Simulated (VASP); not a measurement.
Write the native input for VASP 6.6.1 that does the following.

```yaml
Task: single point
Functional: LDA
Potentials_or_basis: VASP PAW LDA potentials, release 64 (Mo_sv, S)
Cutoff: 520 eV
k_mesh: 12 × 12 × 2
Occupations: gaussian, width 0.02 eV
Spin: no spin polarisation
Dipole_correction: no
Further_INCAR_settings: ALGO = Normal; EDIFF = 1e-06; NBANDS = 35
```

The structure of MoS2 (lda) lies in POSCAR:

```
MoS2
1.0
    3.1223251174      0.0000000028      0.0000000000
   -1.5611625611      2.7040128691      0.0000000000
    0.0000000000      0.0000000000     12.0825710016
Mo S
2 4
Direct
    0.6666666667      0.3333333333      0.2500000000
    0.3333333333      0.6666666667      0.7500000000
    0.6666666667      0.3333333333      0.6213692335
    0.3333333333      0.6666666667      0.3786307665
    0.6666666667      0.3333333333      0.8786307665
    0.3333333333      0.6666666667      0.1213692335
```

The input as run:

INCAR

```
SYSTEM = MoS2
PREC     = Accurate       ! precision mode
ENCUT    = 520            ! plane-wave cutoff, eV
EDIFF    = 1E-6           ! SCF threshold, eV
ISMEAR   = 0              ! smearing method
SIGMA    = 0.02           ! smearing width, eV
LREAL    = .FALSE.        ! projectors in reciprocal space
LASPH    = .TRUE.         ! aspherical terms in the spheres
NELM     = 60             ! most SCF steps
ALGO     = Normal         ! electronic algorithm
ISIF     = 2              ! what is computed and relaxed
LWAVE    = .FALSE.        ! write WAVECAR
LCHARG   = .FALSE.        ! write CHGCAR
GGA      = CA             ! functional
NBANDS   = 35             ! bands
```

KPOINTS

```
regular mesh
0
G
  12 12 2
  0 0 0
```

Potentials or basis: VASP PAW LDA potentials, release 64 (Mo_sv, S).

The run is started by

```console
$ cat potpaw_LDA.64/Mo_sv/POTCAR potpaw_LDA.64/S/POTCAR > POTCAR
$ mpirun -np 1 vasp_std > vasp.out
```

It gave:

* Pressure: 0.1 GPa
* Largest force: 0.016 eV/Å
* Band gap on the k mesh: 0.74 eV, indirect (least direct gap 1.77 eV)

It took 72 s on 1 thread of Intel(R) Xeon(R) Platinum 8375C CPU @ 2.90GHz (Ice Lake), with other jobs on the host, peak memory 0.25 GiB.
